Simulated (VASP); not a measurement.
SiGe2:

```
Si Ge
1.0
    -1.46870    1.46870    6.23118
     1.46870   -1.46870    6.23118
     1.46870    1.46870   -6.23118
Si Ge
1 2
Cartesian
  0.0000 0.0000 6.2312
  0.0000 0.0000 10.3853
  0.0000 0.0000 2.0771
```

```yaml
Program: VASP 6.6.1
Task: relaxation of cell and atoms
Functional: PBE
Potentials_or_basis: VASP PAW PBE potentials, release 64 (Si, Ge_d)
Cutoff: 600 eV
k_mesh: 8 × 8 × 8
Occupations: gaussian, width 0.1 eV
Spin: no spin polarisation
```

At the start: pressure 1.1 GPa; volume 17.92 Å³/atom.

Problem. Where does the relaxation end?

Solution. Over 5 steps the energy falls by 19.3 meV/atom and the volume is 18.22 Å³/atom (+1.7 %); space group I4/mmm (No. 139, to 0.1 Å) before and after.

Step by step:
| step | energy change (eV) | largest force (eV/Å) | pressure (GPa) | volume (Å³) |
| --- | --- | --- | --- | --- |
| 1 | 0.0000 | 0.4789 | 1.13 | 53.76 |
| 2 | -0.0253 | 0.3496 | -0.27 | 54.75 |
| 3 | -0.0375 | 0.2298 | -1.84 | 56.07 |
| 4 | -0.0544 | 0.1163 | -0.78 | 55.23 |
| 5 | -0.0579 | 0.0303 | 0.00 | 54.66 |

Final structure:
```
CELL_PARAMETERS angstrom
-1.45771 1.45771 6.43119
1.45771 -1.45771 6.43119
1.45771 1.45771 -6.43119
ATOMIC_POSITIONS crystal
Si 0.50000 0.50000 0.00000
Ge 0.84097 0.84097 0.00000
Ge 0.15903 0.15903 0.00000
```
